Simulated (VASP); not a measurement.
A run of VASP 6.6.1 is set up as follows.

File POSCAR:

```
KScSe2
1.0
    3.9906690714      0.0000000000      0.0000000000
    0.0000000000      6.0221508112      0.0000000000
    0.0000000000      0.0000000000      9.2781071555
K Se Sc
2 4 2
Direct
    0.0000000000      0.0000000000      0.8926096297
    0.5000000000      0.5000000000      0.1073903703
    0.0000000000      0.5000000000      0.8100139948
    0.5000000000      0.0000000000      0.1899860052
    0.0000000000      0.5000000000      0.4053039031
    0.5000000000      0.0000000000      0.5946960969
    0.0000000000      0.0000000000      0.3864271808
    0.5000000000      0.5000000000      0.6135728192
```

INCAR.step1

```
PREC     = Accurate       # precision mode
ENCUT    = 520            # plane-wave cutoff, eV
ISMEAR   = 0              # smearing method
SIGMA    = 0.01           # smearing width, eV
LREAL    = F              # projectors in reciprocal space
LASPH    = T              # aspherical terms in the spheres
NELM     = 100            # most SCF steps
NBANDS   = 42             # bands
GGA      = PE             # functional
ALGO     = Normal         # electronic algorithm
EDIFF    = 1E-4           # SCF threshold, eV
LWAVE    = T              # write WAVECAR
LCHARG   = F              # write CHGCAR
```

The input INCAR.step2:

```
PREC     = Accurate       # precision mode
ENCUT    = 520            # plane-wave cutoff, eV
EDIFF    = 1E-7           # SCF threshold, eV
ISMEAR   = 0              # smearing method
SIGMA    = 0.01           # smearing width, eV
LREAL    = F              # projectors in reciprocal space
LASPH    = T              # aspherical terms in the spheres
NELM     = 100            # most SCF steps
ALGO     = Normal         # electronic algorithm
ISIF     = 2              # what is computed and relaxed
LWAVE    = F              # write WAVECAR
LCHARG   = T              # write CHGCAR
METAGGA  = R2SCAN         # meta-GGA
LMIXTAU  = T            
LELF     = T              # ELF
LVHAR    = T            
NBANDS   = 42             # bands
ISTART   = 1
```

The input KPOINTS:

```
Automatic mesh
0
Gamma
  6 4 2
```

Potentials or basis: VASP PAW PBE potentials, release 64 (K_sv, Se, Sc_sv).

Run with:

```console
$ cat potpaw_PBE.64/K_sv/POTCAR potpaw_PBE.64/Se/POTCAR potpaw_PBE.64/Sc_sv/POTCAR > POTCAR
$ cp INCAR.step1 INCAR
$ mpirun -np 1 vasp_std > vasp.out
$ cp INCAR.step2 INCAR
$ mpirun -np 1 vasp_std > vasp.out
```

Question: Estimate the band gap on the k mesh.

Answer: 1.74 eV (least direct gap 1.84 eV).

Question: What does it give for the largest force?

Answer: 0.266 eV/Å.

Forces on the atoms (eV/Å):
```
K    0.000  0.000 -0.044
K    0.000  0.000  0.044
Se   0.000  0.000 -0.266
Se   0.000  0.000  0.266
Se   0.000  0.000  0.265
Se   0.000  0.000 -0.265
Sc   0.000  0.000 -0.028
Sc   0.000  0.000  0.028
```

Caveat: the PAW data sets were made with another functional, which shifts forces and pressure a little. A k mesh can miss the band edges.
